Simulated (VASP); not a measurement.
# Cr: single point with PBE

Crystal: Cr.

```xyz
2
Lattice="-1.7326 1.7325 1.1946 1.7325 -1.7326 1.1946 2.8430 2.8430 -1.1947" Properties=species:S:1:pos:R:3 pbc="T T T"
Cr   -1.7325    1.7324    1.1946
Cr    0.5551    2.2878    0.5972
```

* Program: VASP 6.6.1
* Task: single point
* Functional: PBE
* Potentials or basis: VASP PAW PBE potentials, release 64 (Cr_pv)
* Cutoff: 500 eV
* k mesh: 14 × 14 × 10
* Occupations: fermi-dirac, width 0.05 eV
* Spin: collinear spin, antiferromagnetic start
* Starting moments: [1.5, -1.5] μB
* Dipole correction: no
* Further INCAR settings: ALGO = Normal; EDIFF = 1e-06; NBANDS = 23; ISYM = 0

* Pressure: -0.6 GPa
* Band gap on the k mesh: zero (filled and empty bands overlap)
* Net moment: 0.00 μB per cell
* Valence electrons inside the program's atomic spheres: Cr 11.05

Stress tensor (GPa, compression positive):
```
-0.56 -0.10  0.00
-0.10 -0.56  0.00
 0.00  0.00 -0.66
```

Levels at points of the mesh, in eV from the Fermi level:
Spin up:
```
           k point  band 10  band 11  band 12  band 13  band 14  band 15
(0.00, 0.00, 0.00)    -1.50    -0.74     0.44     0.75     0.76     1.44
(0.50, 0.00, 0.00)    -1.24    -0.58     0.02     1.34     1.69     1.98
(0.00, 0.50, 0.00)    -1.24    -0.58     0.02     1.34     1.69     1.98
(0.50, 0.50, 0.00)    -2.03    -1.93    -1.93     1.72     1.72     2.23
(0.00, 0.00, 0.50)    -1.53    -0.99    -0.99     0.29     0.29     1.08
(0.50, 0.00, 0.50)    -1.24    -0.58     0.02     1.34     1.70     1.98
(0.00, 0.50, 0.50)    -1.24    -0.58     0.02     1.34     1.70     1.98
(0.50, 0.50, 0.50)    -2.40     0.67     0.67     1.33     1.33     2.20
```
Spin down:
```csv
k point,band 8,band 9,band 10,band 11,band 12,band 13,band 14,band 15,band 16,band 17
"(0.00, 0.00, 0.00)",-4.07,-1.70,-1.50,-0.74,0.44,0.75,0.76,1.44,1.54,1.58
"(0.50, 0.00, 0.00)",-3.78,-3.08,-1.24,-0.58,0.02,1.34,1.69,1.98,2.41,4.06
"(0.00, 0.50, 0.00)",-3.78,-3.08,-1.24,-0.58,0.02,1.34,1.69,1.98,2.41,4.06
"(0.50, 0.50, 0.00)",-3.42,-2.04,-2.03,-1.93,-1.93,1.72,1.72,2.23,2.23,3.99
"(0.00, 0.00, 0.50)",-5.30,-1.53,-1.53,-0.99,-0.99,0.29,0.29,1.08,1.08,2.13
"(0.50, 0.00, 0.50)",-3.78,-3.08,-1.24,-0.58,0.02,1.34,1.70,1.98,2.41,4.06
"(0.00, 0.50, 0.50)",-3.78,-3.08,-1.24,-0.58,0.02,1.34,1.70,1.98,2.41,4.06
"(0.50, 0.50, 0.50)",-4.11,-2.40,-2.40,0.67,0.67,1.33,1.33,2.20,2.20,2.53
```

Run time: 5.4 min on 4 MPI ranks on Oxide Virtual Turin-like Processor, on a shared host, peak memory 0.67 GiB a rank.

Caveat: an empty level that is flat over the whole mesh can mark a ghost state of the potentials, or a narrow d or f band; the moments typed at the start vanished in this run.
